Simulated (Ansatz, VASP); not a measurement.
# SiO2 in VASP and in Ansatz

```xyz
6
Lattice="4.2299 0.0000 0.0000 0.0000 4.2299 0.0000 0.0000 0.0000 2.7891" Properties=species:S:1:pos:R:3 pbc="T T T"
Si    2.1149    2.1149    1.3945
Si    0.0000    0.0000    0.0000
O     2.9373    2.9373    0.0000
O     0.8224    3.4075    1.3945
O     1.2926    1.2926    0.0000
O     3.4075    0.8224    1.3945
```

Alike in both runs: task single point; functional LDA; k mesh 6 × 6 × 8; occupations gaussian, width 0.05 eV; no spin polarisation.

|  | VASP | Ansatz |
| --- | --- | --- |
| version | VASP 6.6.1 | Ansatz 0.2.0 |
| potentials or method | VASP PAW LDA potentials, release 64 (Si, O), cutoff 520 eV | scalar-relativistic, plane waves, PAW |
| valence electrons in the cell | 32 | 32 |

VASP gave:

```
gap on the k mesh at the Fermi level (eV)                     : 4.27
least direct gap on the mesh (eV)                             : 4.27
pressure (GPa)                                                : -23.5
traceless stress, the component that is largest in VASP (GPa) : -10.11
rms of the force components (eV/Å)                            : 0.106
```

Task: What did Ansatz give for the same quantities?

Result: gap on the k mesh at the Fermi level (eV): 4.27; least direct gap on the mesh (eV): 4.27; pressure (GPa): -24.4; traceless stress, the component that is largest in VASP (GPa): -10.55; rms of the force components (eV/Å): 0.115.

Ansatz warns that its potentials were made for another functional, while VASP's fit it. LDA's correlation is that of Perdew and Zunger in VASP and of Perdew and Wang (1992) in Ansatz. Atom by atom the forces differ by 0.010 eV/Å (rms over components).
